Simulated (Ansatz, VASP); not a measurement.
## CaSe in VASP and in Ansatz

```xyz
2
Lattice="0.0000 2.9675 2.9675 2.9675 0.0000 2.9675 2.9675 2.9675 0.0000" Properties=species:S:1:pos:R:3 pbc="T T T"
Ca    0.0000    0.0000    0.0000
Se    2.9675    2.9675    2.9675
```

Alike in both runs: task single point; functional HSE06; k mesh 4 × 4 × 4; no spin polarisation.

|  | VASP | Ansatz |
| --- | --- | --- |
| version | VASP 6.6.1 | Ansatz 0.2.0 |
| potentials or method | VASP PAW PBE potentials, release 64 (Ca_sv, Se) | plane waves, PAW |
| plane-wave cutoff (eV) | 520 | 420 |
| occupations | gaussian, width 0.01 eV | fixed |
| valence electrons in the cell | 16 | 26 |

```csv
,VASP,Ansatz,Ansatz less VASP
gap on the k mesh at the Fermi level (eV),3.01,3.00,-0.010
pressure (GPa),0.3,0.3,-0.06
```

VASP's potentials hold 16 valence electrons a cell and Ansatz's 26, so a difference there can come from the potentials and not from the codes. Ansatz's warnings: stress exchange threshold loose, stress scf threshold loose.

The k mesh is coarse, so the values compare programs but aren't converged.
